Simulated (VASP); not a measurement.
Write the native input for VASP 6.6.1 that does the following.

```
Task                   : single point
Functional             : PBEsol
Potentials or basis    : VASP PAW PBE potentials, release 64 (Fe, O)
Cutoff                 : 520 eV
k mesh                 : 18 × 18 × 18
Occupations            : gaussian, width 0.1 eV
Spin                   : collinear spin, ferromagnetic start
Starting moments       : [3.76, 0.37] μB
Dipole correction      : no
Further INCAR settings : ALGO = Normal; EDIFF = 1e-06; NBANDS = 18
```

The structure of FeO lies in POSCAR:

```
FeO
1.0
    1.4543887026      0.8396917090      2.3761352742
   -1.4543887026      0.8396917090      2.3761352742
    0.0000000000     -1.6793834179      2.3761352742
Fe O
1 1
Direct
    0.0000000000      0.0000000000      0.0000000000
    0.5000000000      0.5000000000      0.5000000000
```

These files were run (other wordings do the same):

INCAR

```
PREC = Accurate ; ENCUT = 520
EDIFF = 1E-6 ; ISMEAR = 0
SIGMA = 0.1 ; LREAL = F
LASPH = T ; NELM = 150
ALGO = Normal ; ISIF = 2
LWAVE = F ; LCHARG = F
ISPIN = 2 ; MAGMOM = 3.76 0.37
LORBIT = 11 ; LMAXMIX = 4
GGA = PS ; NBANDS = 18
```

KPOINTS

```
regular mesh
0
Gamma
  18 18 18
```

Potentials or basis: VASP PAW PBE potentials, release 64 (Fe, O).

Run with:

```console
$ cat potpaw_PBE.64/Fe/POTCAR potpaw_PBE.64/O/POTCAR > POTCAR
$ mpirun -np 1 vasp_std > vasp.out
```

Results of the run:

```json
{
 "Pressure": "21.9 GPa",
 "Net moment": "3.81 μB per cell",
 "Site moments": "Fe +3.45; O +0.29 μB",
 "Valence electrons inside the program's atomic spheres": "Fe 7.03; O 5.04"
}
```

Caveat: the cell stands under pressure; the PAW data sets were made with another functional, which shifts forces and pressure a little; a cell with one magnetic atom can't hold antiferromagnetic order, which such compounds often take.

Run time: 3.4 min on 1 thread of Intel(R) Xeon(R) Platinum 8488C (Sapphire Rapids), with other jobs on the host, peak memory 0.38 GiB.
